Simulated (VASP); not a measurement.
# Li (R-3m) in VASP: a series of runs, part 2 of 2

VASP 6.6.1. The steps go on from the part before.

### Step 3. Electric field gradients, PBEsol (equal xx and yy strain of +2 %)

INCAR

```
SYSTEM = Li
ALGO = Normal ; EDIFF = 1E-8
ENCUT = 520 ; GGA = PS
ISIF = 2 ; ISMEAR = -1
LASPH = .TRUE. ; LCHARG = .FALSE.
LEFG = .TRUE. ; LREAL = .FALSE.
LWAVE = .FALSE. ; NBANDS = 12
NELM = 60 ; PREC = Accurate
SIGMA = 0.05
```

KPOINTS

```
k-points
0
G
  12 12 12
  0 0 0
```

POSCAR

```
Li
1.0
    1.5815089450      0.9130846151      7.5883000000
   -1.5815089450      0.9130846151      7.5883000000
    0.0000000000     -1.8261692303      7.5883000000
Li
3
Direct
    0.0000000000      0.0000000000      0.0000000000
    0.2220000000      0.2220000000      0.2220000000
    0.7780000000      0.7780000000      0.7780000000
```

Potentials or basis: VASP PAW PBE potentials, release 64 (Li_sv).

The run is started by

```
> cat potpaw_PBE.64/Li_sv/POTCAR > POTCAR
> mpirun -np 1 vasp_std > vasp.out
```

OUTCAR:

```text
SYSTEM = Li
   EDIFF = 1E-8
   ENCUT = 520
   GGA = PS
   ISIF = 2
   ISMEAR = -1
   LASPH = .TRUE.
   LREAL = .FALSE.
   NELM = 60
   PREC = Accurate

 ion  position               nearest neighbor table
   1  0.000  0.000  0.000-
   2  0.222  0.222  0.222-
   3  0.778  0.778  0.778-

  LATTYP: Found a trigonal (rhomboedric) cell.
 ALAT       =     7.8049465692
 COS(alpha) =     0.9178829324

  Lattice vectors:

 A1 = (   1.5815089450,   0.9130846151,   7.5883000000)
 A2 = (  -1.5815089450,   0.9130846151,   7.5883000000)
 A3 = (   0.0000000000,  -1.8261692303,   7.5883000000)

Analysis of symmetry for initial positions (statically):
=====================================================================
 Subroutine PRICEL returns:
 Original cell was already a primitive cell.

 Routine SETGRP: Setting up the symmetry group for a
 trigonal (rhombohedral) supercell.

 Subroutine GETGRP returns: Found 12 space group operations
 (whereof 12 operations were pure point group operations)
 out of a pool of 12 trial point group operations.

The static configuration has the point symmetry D_3d.

Analysis of symmetry for dynamics (positions and initial velocities):
=====================================================================
 Subroutine PRICEL returns:
 Original cell was already a primitive cell.

 Routine SETGRP: Setting up the symmetry group for a
[... 172 lines left out ...]
      8       6.0491      0.00000
      9      12.3546      0.00000
     10      12.3546      0.00000
     11      12.4970      0.00000
     12      12.4970      0.00000
[... 331 lines left out ...]
 k-point    24 :      -0.4167    0.1667    0.0000
  band No.  band energies     occupation
      1     -45.6214      2.00000
      2     -45.6121      2.00000
      3     -45.6104      2.00000
      4       0.7424      0.00209
      5       1.4852      0.00000
      6       1.7991      0.00000
      7       3.8423      0.00000
      8       4.0893      0.00000
      9       4.6961      0.00000
     10       6.4414      0.00000
     11       6.9284      0.00000
     12       8.7012      0.00000

 [... further k-points ...]
[... 5 lines left out ...]
  --------------------------------------------------------------------------------------
  -------------------------------------------------------------------------------------
  Total       -0.4596057     -0.4596057     -0.3813467      0.0000000      0.0000000      0.0000000
  in kB      -11.1999880    -11.1999880     -9.2929180      0.0000000      0.0000000      0.0000000
  external PRESSURE =     -10.5642980 kB  Pullay stress =       0.0000000 kB

 VOLUME and BASIS-vectors are now :
 -----------------------------------------------------------------------------
  energy-cutoff  :      520.00
  volume of cell :       65.75
      direct lattice vectors                 reciprocal lattice vectors
     1.581508945  0.913084615  7.588300000     0.316153760  0.182531459  0.043927274
    -1.581508945  0.913084615  7.588300000    -0.316153760  0.182531459  0.043927274
     0.000000000 -1.826169230  7.588300000     0.000000000 -0.365062917  0.043927274

 POSITION                                       TOTAL-FORCE (eV/Angst)
 -----------------------------------------------------------------------------------
      0.00000      0.00000      0.00000         0.000000     -0.000000     -0.000000
      0.00000     -0.00000      5.05381         0.000000     -0.000000      0.008661
      0.00000     -0.00000     17.71109         0.000000      0.000000     -0.008661
 -----------------------------------------------------------------------------------
    total drift:                               -0.000000     -0.000000      0.000000

  FREE ENERGIE OF THE ION-ELECTRON SYSTEM (eV)
  ---------------------------------------------------
  free  energy   TOTEN  =        -5.8966038929 eV

  energy  without entropy=       -5.8860462761  energy(sigma->0) =       -5.89132508

 Electric field gradients (V/A^2)
---------------------------------------------------------------------
 ion       V_xx      V_yy      V_zz      V_xy      V_xz      V_yz
---------------------------------------------------------------------
   1      -0.068    -0.068     0.136    -0.000    -0.000     0.000
   2      -0.075    -0.075     0.149     0.000    -0.000     0.000
   3      -0.075    -0.075     0.149    -0.000    -0.000     0.000
---------------------------------------------------------------------

 Electric field gradients after diagonalization (V/A^2)
 (convention: |V_zz| > |V_xx| > |V_yy|)
----------------------------------------------------------------------
 ion       V_xx      V_yy      V_zz     asymmetry (V_yy - V_xx)/ V_zz
----------------------------------------------------------------------
   1      -0.068    -0.068     0.136       0.000
   2      -0.075    -0.075     0.149       0.000
   3      -0.075    -0.075     0.149       0.000
----------------------------------------------------------------------

           NMR quadrupolar parameters

 Cq : quadrupolar parameter    Cq=e*Q*V_zz/h
 eta: asymmetry parameters     (V_yy - V_xx)/ V_zz
 Q  : nuclear electric quadrupole moment in mb (millibarn)
----------------------------------------------------------------------
 ion       Cq(MHz)       eta       Q (mb)
----------------------------------------------------------------------
   1       0.000       0.000       1.000
   2       0.000       0.000       1.000
   3       0.000       0.000       1.000
----------------------------------------------------------------------
```

stdout:

```text
POSCAR found type information on POSCAR Li
 POSCAR found :  1 types and       3 ions
 scaLAPACK will be used
 -----------------------------------------------------------------------------
|                                                                             |
|                                                                             |
|     You enforced a specific xc type in the INCAR file but a different       |
|     I HOPE YOU KNOW WHAT YOU ARE DOING!                                     |
|                                                                             |
 -----------------------------------------------------------------------------

 LDA part: xc-table for (Slater+PW92), standard interpolation
 POSCAR, INCAR and KPOINTS ok, starting setup
 FFT: planning ... GRIDC
 FFT: planning ... GRID_SOFT
 FFT: planning ... GRID
 WAVECAR not read
 entering main loop
ion   1

ion   2

ion   3
```

It took 9 min on 1 thread of Intel Xeon Platinum 8259CL at 2.50GHz (Skylake/Cascade Lake), shared host; peak memory 0.51 GiB.

Results:

| Item | Value |
| --- | --- |
| Free energy | -5.8966 eV |
| Largest force | 0.009 eV/Å |

Forces on the atoms (eV/Å):
```
Li   0.000  0.000  0.000
Li   0.000  0.000  0.009
Li   0.000  0.000 -0.009
```

Levels at points of the mesh, in eV from the Fermi level:
```
           k point  band 2  band 3  band 4  band 5  band 6  band 7  band 8  band 9
(0.00, 0.00, 0.00)  -46.02  -46.02   -3.43   -1.48   -1.48    5.62    5.65   11.96
(0.50, 0.00, 0.00)  -46.01  -46.01   -0.06    0.76    1.02    3.50    3.65    4.27
(0.50, 0.50, 0.00)  -46.01  -46.01    0.22    0.32    1.08    2.97    4.23    5.30
(0.50, 0.50, 0.50)  -46.02  -46.01   -2.94   -2.94    0.14    2.87   10.34   10.39
```

Caveat: the cell differs from its parent crystal (equal xx and yy strain of +2 %); the cutoff is under 1.25 times the usual one of these potentials, so pressure, stress and relaxed cells hold a basis-set (Pulay) error; without QUAD_EFG the Cq values of the log hold for a quadrupole moment of 1 mb, not for the nuclei; the PAW data sets were made with another functional, which shifts forces and pressure a little.
